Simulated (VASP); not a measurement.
The system is Cd.

```
CELL_PARAMETERS angstrom
0.00000 3.07726 3.07726
3.07726 0.00000 3.07726
3.07726 3.07726 0.00000
ATOMIC_POSITIONS crystal
Cd 0.12500 0.12500 0.12500
Cd 0.87500 0.87500 0.87500
```

This isn't the form of Cd at room conditions, which is hcp.

| Item | Value |
| --- | --- |
| Program | VASP 6.6.1 |
| Task | relaxation of cell and atoms |
| Functional | PBE |
| Potentials or basis | VASP PAW PBE potentials, release 64 (Cd_sv_GW) |
| Cutoff | 630 eV |
| k mesh | 9 × 9 × 9 |
| Occupations | fermi-dirac, width 0.1 eV |
| Spin | no spin polarisation |

At the start: pressure 7.6 GPa; volume 29.14 Å³/atom.

Task: How do energy, volume and symmetry change on relaxing?

Result: Over 3 steps the energy falls by 117.0 meV/atom and the volume is 34.97 Å³/atom (+20.0 %); space group Fd-3m (No. 227, to 0.1 Å) before and after.

The path:
| step | energy change (eV) | largest force (eV/Å) | pressure (GPa) | volume (Å³) |
| --- | --- | --- | --- | --- |
| 1 | 0.0000 | 0.0000 | 7.56 | 58.28 |
| 2 | -0.2335 | 0.0000 | -0.26 | 70.66 |
| 3 | -0.2341 | 0.0000 | 0.02 | 69.93 |

Final structure:
```cif
data_structure
_symmetry_space_group_name_H-M 'P 1'
_symmetry_Int_Tables_number 1
_cell_length_a 4.6245
_cell_length_b 4.6245
_cell_length_c 4.6245
_cell_angle_alpha 60.000
_cell_angle_beta 60.000
_cell_angle_gamma 60.000
_cell_volume 69.93
loop_
_atom_site_label
_atom_site_type_symbol
_atom_site_fract_x
_atom_site_fract_y
_atom_site_fract_z
_atom_site_occupancy
Cd1 Cd 0.12500 0.12500 0.12500 1
Cd2 Cd 0.87500 0.87500 0.87500 1
```

Caveat: the volume moved by over 15 % at a fixed basis, so the end points are rough.
